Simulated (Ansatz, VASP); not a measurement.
## Two plane-wave programs on Al2H

```
CELL_PARAMETERS angstrom
1.46510 0.84587 4.79890
-1.46510 0.84587 4.79890
0.00000 -1.69175 4.79890
ATOMIC_POSITIONS crystal
Al 0.24711 0.24711 0.24711
Al 0.75289 0.75289 0.75289
H 0.00000 0.00000 0.00000
```

Alike in both runs: functional PBE; k mesh 8 × 8 × 8; occupations gaussian, width 0.2 eV; no spin polarisation.

Ansatz relaxed the structure, and its values are those at the end. VASP's run is a single point on that final structure, the one shown.

|  | VASP | Ansatz |
| --- | --- | --- |
| version | VASP 6.6.1 | Ansatz 0.2.0 |
| potentials or method | VASP PAW PBE potentials, release 64 (Al, H), cutoff 500 eV | scalar-relativistic, plane waves, PAW |
| valence electrons in the cell | 7 | 7 |

VASP gave:

| Quantity | Value |
| --- | --- |
| gap on the k mesh at the Fermi level (eV) | none |
| pressure (GPa) | -0.6 |
| rms of the force components (eV/Å) | 0.012 |

Question: What did Ansatz give for the same quantities?

Answer: gap on the k mesh at the Fermi level (eV): none; pressure (GPa): -0.5; rms of the force components (eV/Å): 0.012.

A gap of «none» marks a metal or a gap that the smearing closes.
